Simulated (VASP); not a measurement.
# SbPt (P6_3/mmc) in VASP: a series of runs

SbPt is run at these levels: r2SCAN; tasks: single point, relaxation of cell and atoms.

Program: VASP 6.6.1. These are calculated values, not measurements. Logs are shortened: lines on timing, memory, paths and dates and some standing lists are left out, and cuts for length are marked.

**1. The cell of the first run**

The structure is hexagonal, space group P6_3/mmc (No. 194). Conventional cell: a = 4.156 Å, b = 4.156 Å, c = 5.583 Å, α = 90.00°, β = 90.00°, γ = 120.00°. Sb (site symmetry -6m2) has 6 Pt at 2.78 Å and 6 Sb at 3.68 Å within 3.7 Å. Pt (site symmetry -3m) has 6 Sb at 2.78 Å and 2 Pt at 2.79 Å within 3.7 Å.

**2. Single point, r2SCAN**

The input, POSCAR:

```
SbPt
1.0
    4.1560525955      0.0000000000      0.0000000000
   -2.0780262977      3.5992471271      0.0000000000
    0.0000000000      0.0000000000      5.5828491340
Sb Pt
2 2
Direct
    0.3333333333      0.6666666667      0.2500000000
    0.6666666667      0.3333333333      0.7500000000
    0.0000000000      0.0000000000      0.0000000000
    0.0000000000      0.0000000000      0.5000000000
```

The input, INCAR.step1:

```
  ALGO = Normal
  EDIFF = 1E-4
  ENCUT = 520
  GGA = PE
  ISMEAR = -1
  LASPH = T
  LCHARG = F
  LREAL = F
  LWAVE = T
  NBANDS = 23
  NELM = 100
  PREC = Accurate
  SIGMA = 0.02
```

The input, INCAR.step2:

```
  ALGO = Normal
  EDIFF = 1E-6
  ENCUT = 520
  ISIF = 2
  ISMEAR = -1
  ISTART = 1
  LASPH = T
  LCHARG = F
  LMIXTAU = T
  LREAL = F
  LWAVE = F
  METAGGA = R2SCAN
  NBANDS = 23
  NELM = 100
  PREC = Accurate
  SIGMA = 0.02
```

The input, KPOINTS:

```
k-points
0
Gamma
  6 6 4
```

Potentials or basis: VASP PAW PBE potentials, release 64 (Sb, Pt).

Command:

```
$ cat potpaw_PBE.64/Sb/POTCAR potpaw_PBE.64/Pt/POTCAR > POTCAR
$ cp INCAR.step1 INCAR
$ mpirun -np 1 vasp_std > vasp.out
$ cp INCAR.step2 INCAR
$ mpirun -np 1 vasp_std > vasp.out
```

OUTCAR:

```text
EDIFF = 1E-6
   ENCUT = 520
   ISIF = 2
   ISMEAR = -1
   ISTART = 1
   LASPH = T
   LREAL = F
   METAGGA = R2SCAN
   NELM = 100
   PREC = Accurate

 ion  position               nearest neighbor table
   1  0.333  0.667  0.250-   3 2.78   4 2.78   3 2.78   4 2.78   3 2.78   4 2.78   2 3.68   2 3.68
                             2 3.68   2 3.68   2 3.68   2 3.68
   2  0.667  0.333  0.750-   3 2.78   4 2.78   3 2.78   4 2.78   3 2.78   4 2.78   1 3.68   1 3.68
                             1 3.68   1 3.68   1 3.68   1 3.68
   3  0.000  0.000  0.000-   1 2.78   2 2.78   1 2.78   2 2.78   2 2.78   1 2.78   4 2.79   4 2.79

   4  0.000  0.000  0.500-   1 2.78   2 2.78   1 2.78   2 2.78   2 2.78   1 2.78   3 2.79   3 2.79

  LATTYP: Found a hexagonal cell.
 ALAT       =     4.1560525955
 C/A-ratio  =     1.3433056983

  Lattice vectors:

 A1 = (   4.1560525955,   0.0000000000,   0.0000000000)
 A2 = (  -2.0780262977,   3.5992471271,   0.0000000000)
 A3 = (   0.0000000000,   0.0000000000,   5.5828491340)

Analysis of symmetry for initial positions (statically):
=====================================================================
 Subroutine PRICEL returns:
 Original cell was already a primitive cell.

 Routine SETGRP: Setting up the symmetry group for a
 hexagonal supercell.

 Subroutine GETGRP returns: Found 24 space group operations
 (whereof 12 operations were pure point group operations)
 out of a pool of 24 trial point group operations.

The static configuration has the point symmetry D_3d.
 The point group associated with its full space group is D_6h.

Analysis of symmetry for dynamics (positions and initial velocities):
=====================================================================
 Subroutine PRICEL returns:
 Original cell was already a primitive cell.

 Routine SETGRP: Setting up the symmetry group for a
 hexagonal supercell.

 Subroutine GETGRP returns: Found 24 space group operations
 (whereof 12 operations were pure point group operations)
 out of a pool of 24 trial point group operations.

The dynamic configuration has the point symmetry D_3d.
 The point group associated with its full space group is D_6h.

 Subroutine INISYM returns: Found 24 space group operations
 (whereof 12 operations are pure point group operations),
 and found     1 'primitive' translations

----------------------------------------------------------------------------------------

                                     Primitive cell

  volume of cell :      83.5119

  direct lattice vectors                    reciprocal lattice vectors
     4.156052596  0.000000000  0.000000000     0.240612932  0.138917941  0.000000000
    -2.078026298  3.599247127  0.000000000     0.000000000  0.277835882  0.000000000
     0.000000000  0.000000000  5.582849134     0.000000000  0.000000000  0.179120011

  length of vectors
     4.156052596  4.156052595  5.582849134     0.277835882  0.277835882  0.179120011

  position of ions in fractional coordinates (direct lattice)
     0.333333333  0.666666667  0.250000000
     0.666666667  0.333333333  0.750000000
     0.000000000  0.000000000  0.000000000
     0.000000000  0.000000000  0.500000000

  ion indices of the primitive-cell ions
   primitive index   ion index
                 1           1
                 2           2
                 3           3
                 4           4

----------------------------------------------------------------------------------------

 KPOINTS: k-points

Automatic generation of k-mesh.
 Grid dimensions read from file:
 generate k-points for:    6    6    4

 Generating k-lattice:

  Cartesian coordinates                     Fractional coordinates (reciprocal lattice)
     0.040102155  0.023152990  0.000000000     0.166666667  0.000000000  0.000000000
     0.000000000  0.046305980  0.000000000     0.000000000  0.166666667  0.000000000
     0.000000000  0.000000000  0.044780003     0.000000000  0.000000000  0.250000000

  Length of vectors
     0.046305980  0.046305980  0.044780003

  Shift w.r.t. Gamma in fractional coordinates (k-lattice)
     0.000000000  0.000000000  0.000000000

 Subroutine IBZKPT returns following result:
 ===========================================

 Found     21 irreducible k-points:

 Following reciprocal coordinates:
            Coordinates               Weight
  0.000000  0.000000  0.000000      1.000000
  0.166667  0.000000  0.000000      6.000000
  0.333333  0.000000  0.000000      6.000000
  0.500000  0.000000  0.000000      3.000000
  0.166667  0.166667  0.000000      6.000000
  0.333333  0.166667  0.000000     12.000000
[... 13 lines left out ...]
  0.333333  0.166667  0.500000     12.000000
  0.333333  0.333333  0.500000      2.000000
   k-points           NKPTS =     21   k-points in BZ     NKDIM =     21   number of bands    NBANDS=     23
   number of dos      NEDOS =    301   number of ions     NIONS =      4
   total plane-waves  NPLWV =  43008
   dimension x,y,z NGX =    32 NGY =   32 NGZ =   42
   dimension x,y,z NGXF=    64 NGYF=   64 NGZF=   84
   ions per type =               2   2
   NGX,Y,Z   is equivalent  to a cutoff of  12.80, 12.80, 12.51 a.u.
   NGXF,Y,Z  is equivalent  to a cutoff of  25.60, 25.60, 25.01 a.u.
 SYSTEM =  unknown system
   PREC   = accura    normal or accurate (medium, high low for compatibility)
   ISTART =      1    job   : 0-new  1-cont  2-samecut
   ICHARG =      0    charge: 1-file 2-atom 10-const
   ISPIN  =      1    spin polarized calculation?
   LNONCOLLINEAR =      F non collinear calculations
   LSORBIT =      F    spin-orbit coupling
   LASPH  =      T    aspherical Exc in radial PAW
   ENCUT  =  520.0 eV  38.22 Ry    6.18 a.u.   7.73  7.73 10.38*2*pi/ulx,y,z
   NELM   =    100;   NELMIN=  2; NELMDL=  0     # of ELM steps
   EDIFF  = 0.1E-05   stopping-criterion for ELM
   LREAL  =      F    real-space projection
   EDIFFG = 0.1E-04   stopping-criterion for IOM
   NSW    =      0    number of steps for IOM
   IBRION =     -1    ionic relax: 0-MD 1-quasi-New 2-CG
   NFREE  =      0    steps in history (QN), initial steepest desc. (CG)
   ISIF   =      2    stress and relaxation
   ISYM   =      2    0-nonsym 1-usesym 2-fastsym
   POTIM  = 0.5000    time-step for ionic-motion
   TEBEG  =    0.0;   TEEND  =   0.0 temperature during run
   PSTRESS=    0.0 pullay stress
   NELECT =      30.0000    total number of electrons
   NUPDOWN=      -1.0000    fix difference up-down
   EMIN   =  10.00;   EMAX   =-10.00  energy-range for DOS
   EFERMI =   0.00;   METHOD = LEGACY
   ISMEAR =    -1;   SIGMA  =   0.02  broadening in eV -4-tet -1-fermi 0-gaus
   EFERMI_NEDOS =   21; number of points for ismear=-14 and -15
   IALGO  =     38    algorithm
   IMIX   =      4    mixing-type and parameters
     AMIX     =   0.40;   BMIX     =  1.00
     AMIX_MAG =   1.60;   BMIX_MAG =  1.00
  volume/ion in A,a.u.               =      20.88       140.89
  Fermi-wavevector in a.u.,A,eV,Ry     =   1.163766  2.199199 18.427073  1.354352
  Thomas-Fermi vector in A             =   2.300312
   LORBIT       =      0    0 simple, 1 ext, 2 COOP (PROOUT), +10 PAW based schemes
   METAGGA = R2SCAN    functional components
   LHFCALC =     F    Hartree Fock is set to
   AEXX    =    0.0000 exact exchange contribution
   IVDW    =     0    specifies the selected vdW correction
   LEPSILON=     F    determine dielectric tensor
   LRPA    =     F    only Hartree local field effects (RPA)
 non-spin polarized calculation
  energy-cutoff  :      520.00
  volume of cell :       83.51
 maximum number of plane-waves:      2288
 NGX is ok and might be reduce to    32
   NGX = 15   NGY = 15   NGZ = 21

 number of electron      30.0000005 magnetization

 Free energy of the ion-electron system (eV)
  ---------------------------------------------------
  ext. energy  EPLUGINS =         0.00000000
  ---------------------------------------------------
  free energy    TOTEN  =      -156.20810961 eV

  energy without entropy =     -156.20657267  energy(sigma->0) =     -156.20734114

 E-fermi :   9.6204     XC(G=0): -12.0650

 val. band max:        9.5878061051   @ k =   0.3333   0.0000   0.2500
 cond. band min:       9.8703265863   @ k =   0.3333   0.0000   0.0000
 fundamental gap:      0.2825204812
 Fermi energy:         9.6204197310

 k-point     1 :       0.0000    0.0000    0.0000
  band No.  band energies     occupation
      1      -3.5958      2.00000
      2       0.3235      2.00000
      3       2.4041      2.00000
      4       3.5386      2.00000
      5       3.5386      2.00000
      6       3.7935      2.00000
[... 15 lines left out ...]
     22      15.2453      0.00000
     23      17.8327      0.00000

 k-point     2 :       0.1667    0.0000    0.0000
  band No.  band energies     occupation
      1      -3.2488      2.00000
      2       0.0235      2.00000
      3       2.8185      2.00000
      4       3.6186      2.00000
      5       3.6903      2.00000
      6       4.0710      2.00000
[... 15 lines left out ...]
     22      16.6117      0.00000
     23      16.6120      0.00000

 k-point     3 :       0.3333    0.0000    0.0000
  band No.  band energies     occupation
      1      -2.2917      2.00000
      2      -0.4877      2.00000
      3       2.8437      2.00000
      4       3.6783      2.00000
      5       3.8700      2.00000
      6       4.2058      2.00000
[... 15 lines left out ...]
     22      15.3590      0.00000
     23      17.6719      0.00000
[... 417 lines left out ...]
 k-point    20 :       0.3333    0.1667    0.5000
  band No.  band energies     occupation
      1      -1.0179      2.00000
      2      -1.0179      2.00000
      3       3.0220      2.00000
      4       3.0220      2.00000
      5       4.3146      2.00000
      6       4.3146      2.00000
[... 15 lines left out ...]
     22      17.2935      0.00000
     23      18.2234      0.00000

 k-point    21 :       0.3333    0.3333    0.5000
  band No.  band energies     occupation
      1      -0.8212      2.00000
      2      -0.8212      2.00000
      3       3.5965      2.00000
      4       3.5965      2.00000
      5       3.6042      2.00000
      6       3.6042      2.00000
[... 15 lines left out ...]
     22      16.0698      0.00000
     23      18.6020      0.00000

------------------------ aborting loop because EDIFF is reached ----------------------------------------

  FORCE on cell =-STRESS in cart. coord.  units (eV):
  Direction    XX          YY          ZZ          XY          YZ          ZX
  --------------------------------------------------------------------------------------
  -------------------------------------------------------------------------------------
  Total       -0.0805105     -0.0805105     -0.0330323     -0.0000000     -0.0000000     -0.0000000
  in kB       -1.5445946     -1.5445946     -0.6337249     -0.0000000     -0.0000000     -0.0000000
  external PRESSURE =      -1.2409714 kB  Pullay stress =       0.0000000 kB

 VOLUME and BASIS-vectors are now :
 -----------------------------------------------------------------------------
  energy-cutoff  :      520.00
  volume of cell :       83.51
      direct lattice vectors                 reciprocal lattice vectors
     4.156052596  0.000000000  0.000000000     0.240612932  0.138917941  0.000000000
    -2.078026298  3.599247127  0.000000000     0.000000000  0.277835882  0.000000000
     0.000000000  0.000000000  5.582849134     0.000000000  0.000000000  0.179120011

 POSITION                                       TOTAL-FORCE (eV/Angst)
 -----------------------------------------------------------------------------------
     -0.00000      2.39950      1.39571        -0.000000     -0.000000      0.000000
      2.07803      1.19975      4.18714         0.000000      0.000000      0.000000
      0.00000      0.00000      0.00000        -0.000000      0.000000      0.000000
      0.00000      0.00000      2.79142        -0.000000      0.000000      0.000000
 -----------------------------------------------------------------------------------
    total drift:                               -0.000000      0.000000     -0.000000

  FREE ENERGIE OF THE ION-ELECTRON SYSTEM (eV)
  ---------------------------------------------------
  free  energy   TOTEN  =      -156.2081096100 eV

  energy  without entropy=     -156.2065726678  energy(sigma->0) =     -156.20734114
```

Run time: 52 s. Hardware: 1 thread of Intel Xeon 6975P-C (Granite Rapids), shared host; peak memory 0.22 GiB.

Results:

```yaml
Free_energy: -156.2081 eV
Pressure: -0.1 GPa
Band_gap_on_the_k_mesh: zero (bands 15 and 16 overlap by 4.24 eV)
```

Stress tensor (GPa, compression positive):
```
-0.15  0.00  0.00
 0.00 -0.15  0.00
 0.00  0.00 -0.06
```

Levels at points of the mesh, in eV from the Fermi level:
```tsv
k point	band 12	band 13	band 14	band 15	band 16	band 17	band 18	band 19
(0.00, 0.00, 0.00)	-2.31	-0.08	-0.08	0.59	2.32	2.83	3.72	3.72
(0.50, 0.00, 0.00)	-2.94	-2.79	-2.49	-2.30	-0.57	1.79	4.46	4.54
(0.00, 0.00, 0.50)	-3.73	-1.20	-1.20	2.39	2.39	2.39	2.39	5.53
(0.50, 0.00, 0.50)	-3.31	-3.17	-3.17	0.39	0.39	1.85	1.85	4.00
```

Caveat: the PAW data sets were made with another functional, which shifts forces and pressure a little; spin-orbit coupling is left out, which moves the levels of the heavy elements.

**3. Relaxation of cell and atoms, r2SCAN**

This run uses another cell than the first one, of 21.41 Å³/atom.

The input, POSCAR:

```
SbPt
1.0
    4.1944487090      0.0000000000      0.0000000000
   -2.0972243545      3.6324991369      0.0000000000
    0.0000000000      0.0000000000      5.6216458791
Sb Pt
2 2
Direct
    0.3333333333      0.6666666667      0.2500000000
    0.6666666667      0.3333333333      0.7500000000
    0.0000000000      0.0000000000      0.0000000000
    0.0000000000      0.0000000000      0.5000000000
```

The input, INCAR.step1:

```
SYSTEM = SbPt
PREC     = Accurate       ! precision mode
ENCUT    = 600            ! plane-wave cutoff, eV
ISMEAR   = -1             ! smearing method
SIGMA    = 0.02           ! smearing width, eV
LREAL    = .False.        ! projectors in reciprocal space
LASPH    = .True.         ! aspherical terms in the spheres
NELM     = 100            ! most SCF steps
GGA      = PE             ! functional
ALGO     = Normal         ! electronic algorithm
EDIFF    = 1E-4           ! SCF threshold, eV
LWAVE    = .True.         ! write WAVECAR
LCHARG   = .False.        ! write CHGCAR
```

The input, INCAR.step2:

```
SYSTEM = SbPt
PREC     = Accurate       ! precision mode
ENCUT    = 600            ! plane-wave cutoff, eV
EDIFF    = 1E-6           ! SCF threshold, eV
ISMEAR   = -1             ! smearing method
SIGMA    = 0.02           ! smearing width, eV
LREAL    = .False.        ! projectors in reciprocal space
LASPH    = .True.         ! aspherical terms in the spheres
NELM     = 100            ! most SCF steps
ALGO     = Normal         ! electronic algorithm
ISIF     = 3              ! what is computed and relaxed
LWAVE    = .False.        ! write WAVECAR
LCHARG   = .False.        ! write CHGCAR
METAGGA  = R2SCAN         ! meta-GGA
LMIXTAU  = .True.       
IBRION   = 2              ! ionic algorithm
NSW      = 80             ! ionic steps
EDIFFG   = -0.005         ! ionic threshold
ISTART   = 1
```

The input, KPOINTS:

```
Automatic mesh
0
Gamma
  6 6 4
  0 0 0
```

Potentials or basis: VASP PAW PBE potentials, release 64 (Sb, Pt).

Command:

```
$ cat potpaw_PBE.64/Sb/POTCAR potpaw_PBE.64/Pt/POTCAR > POTCAR
$ cp INCAR.step1 INCAR
$ mpirun -np 1 vasp_std > vasp.out
$ cp INCAR.step2 INCAR
$ mpirun -np 1 vasp_std > vasp.out
```

Run time: 7.6 min. Hardware: 1 thread of Intel Xeon 6975P-C (Granite Rapids), shared host; peak memory 0.29 GiB.

It converged, with:

```yaml
Free_energy: -156.2069 eV
Relaxed_volume: 20.86 Å³/atom
Relaxed_cell: a = 4.154 Å, b = 4.154 Å, c = 5.584 Å, α = 90.00°, β = 90.00°, γ = 120.00°
Space_group_after_relaxing_to_0.1_Å: P6_3/mmc (No. 194)
Energy_gained_by_relaxing: 6.2 meV/atom
Ionic_steps: 12
Pressure_after_relaxing: 0.0 GPa
Band_gap_on_the_k_mesh: zero (bands 15 and 16 overlap by 4.24 eV)
```

The path:
```csv
step,energy change (eV),largest force (eV/Å),pressure (GPa),volume (Å³)
1,0.0000,0.0000,-3.46,85.65
2,0.0439,0.0000,6.74,80.04
3,-0.0246,0.0000,-0.02,83.48
4,-0.0246,0.0000,0.05,83.44
5,-0.0247,0.0000,0.05,83.43
6,-0.0248,0.0000,0.04,83.43
7,-0.0247,0.0000,0.05,83.42
8,-0.0248,0.0000,0.05,83.43
9,-0.0248,0.0000,0.05,83.43
10,-0.0248,0.0000,0.04,83.43
11,-0.0247,0.0000,-0.06,83.49
12,-0.0248,0.0000,0.02,83.44
```

Final structure:
```cif
data_structure
_symmetry_space_group_name_H-M 'P 1'
_symmetry_Int_Tables_number 1
_cell_length_a 4.1538
_cell_length_b 4.1538
_cell_length_c 5.5842
_cell_angle_alpha 90.000
_cell_angle_beta 90.000
_cell_angle_gamma 120.000
_cell_volume 83.44
loop_
_atom_site_label
_atom_site_type_symbol
_atom_site_fract_x
_atom_site_fract_y
_atom_site_fract_z
_atom_site_occupancy
Sb1 Sb 0.33333 0.66667 0.25000 1
Sb2 Sb 0.66667 0.33333 0.75000 1
Pt1 Pt 0.00000 0.00000 0.00000 1
Pt2 Pt 0.00000 0.00000 0.50000 1
```

Levels at points of the mesh, in eV from the Fermi level:
```csv
k point,band 13,band 14,band 15,band 16,band 17,band 18
"(0.00, 0.00, 0.00)",-0.08,-0.08,0.58,2.32,2.83,3.73
"(0.50, 0.00, 0.00)",-2.80,-2.50,-2.31,-0.57,1.78,4.46
"(0.00, 0.00, 0.50)",-1.20,-1.20,2.39,2.39,2.39,2.39
"(0.50, 0.00, 0.50)",-3.17,-3.17,0.39,0.39,1.85,1.85
```

Caveat: the PAW data sets were made with another functional, which shifts forces and pressure a little; spin-orbit coupling is left out, which moves the levels of the heavy elements.

The gap in the log of VASP goes by the Fermi energy; the results here count the filled bands.